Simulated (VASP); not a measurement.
Ru: single point with PBE

The system is Ru.

```
Ru
1.0
     2.85916    0.00000    0.00000
    -1.42958    2.47611    0.00000
     0.00000    0.00000    4.26768
Ru
2
Cartesian
  0.0000 1.6507 1.0669
  1.4296 0.8254 3.2008
```

This cell differs from its parent crystal: strained.

```
Program                : VASP 6.6.1
Task                   : single point
Functional             : PBE
Potentials or basis    : VASP PAW PBE potentials, release 64 (Ru_pv)
Cutoff                 : 520 eV
k mesh                 : 18 × 18 × 10
Occupations            : gaussian, width 0.1 eV
Spin                   : no spin polarisation
Dipole correction      : no
Further INCAR settings : ALGO = Fast; EDIFF = 1e-06; NBANDS = 21
```

```yaml
Pressure: -21.8 GPa
Band_gap_on_the_k_mesh: zero (bands 14 and 15 overlap by 2.71 eV)
```

Stress tensor (GPa, compression positive):
```
-26.97   0.00   0.00
  0.00 -26.97   0.00
  0.00   0.00 -11.37
```

Levels at points of the mesh, in eV from the Fermi level:
```
           k point  band 10  band 11  band 12  band 13  band 14  band 15  band 16  band 17  band 18  band 19
(0.00, 0.00, 0.00)    -2.27    -1.61    -1.59    -1.59    -1.59    -1.59     0.99     0.99     1.83     9.85
(0.50, 0.00, 0.00)    -2.94    -1.79    -1.53    -1.05     0.86     1.33     1.79     3.36     5.16    10.32
(0.00, 0.00, 0.50)    -2.57    -2.57    -2.57    -2.12    -2.12     0.49     0.49     0.49     0.49    10.56
(0.50, 0.00, 0.50)    -3.70    -1.11    -1.11     0.33     0.33     1.16     1.16     2.95     2.95     9.24
```

It took 2.9 min on 1 thread of Intel Xeon 8259CL, with other jobs on the host, peak memory 0.23 GiB.

Caveat: the cell differs from its parent crystal (strained); the stress differs along the axes, from -27 to -11 GPa.
